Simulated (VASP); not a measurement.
A run of VASP 6.6.1 is set up as follows.

POSCAR

```
CdI2
1.0
    4.2487073931      0.0000000000      0.0000000000
   -2.1243536965      3.6794885357      0.0000000000
    0.0000000000      0.0000000000      6.8836385196
Cd I
1 2
Direct
    0.0000000000      0.0000000000      0.0000000000
    0.3333333333      0.6666666667      0.2495631425
    0.6666666667      0.3333333333      0.7504368575
```

Contents of INCAR.step1:

```
SYSTEM = CdI2
PREC = Accurate
ENCUT = 440
EDIFF = 1E-5
ISMEAR = 0
SIGMA = 0.01
LREAL = .FALSE.
LASPH = .TRUE.
NELM = 120
ALGO = Normal
ISIF = 2
LWAVE = .TRUE.
LCHARG = .FALSE.
GGA = PE
NBANDS = 20
GGA_COMPAT = .FALSE.
KPAR = 4
```

Contents of INCAR.step2:

```
SYSTEM = CdI2
PREC = Accurate
ENCUT = 440
EDIFF = 1E-6
ISMEAR = 0
SIGMA = 0.01
LREAL = .FALSE.
LASPH = .TRUE.
NELM = 120
ALGO = Normal
ISIF = 2
LWAVE = .FALSE.
LCHARG = .FALSE.
METAGGA = R2SCAN
LHFCALC = .TRUE.
AEXX = 0.25
LMIXTAU = .TRUE.
PRECFOCK = Normal
ISTART = 1
NBANDS = 20
GGA_COMPAT = .FALSE.
KPAR = 4
```

Contents of KPOINTS:

```
Automatic mesh
0
G
  6 6 4
  0 0 0
```

Potentials or basis: VASP PAW PBE potentials, release 64 (Cd, I).

Run with:

```bash
$ cat potpaw_PBE.64/Cd/POTCAR potpaw_PBE.64/I/POTCAR > POTCAR
$ cp INCAR.step1 INCAR
$ mpirun -np 4 vasp_std > vasp.out
$ cp INCAR.step2 INCAR
$ mpirun -np 4 vasp_std > vasp.out
```

Q: What does it give for the largest force?

A: 0.083 eV/Å.

Q: What does it give for the pressure?

A: 0.3 GPa.

Q: Predict the band gap on the k mesh.

A: 4.33 eV, indirect (least direct gap 4.65 eV).

Forces on the atoms (eV/Å):
```
Cd   0.000  0.000  0.000
I    0.000  0.000 -0.083
I    0.000  0.000  0.083
```

Caveat: the PAW data sets were made with another functional, which shifts forces and pressure a little; spin-orbit coupling is left out, which moves the levels of the heavy elements. A k mesh can miss the band edges.
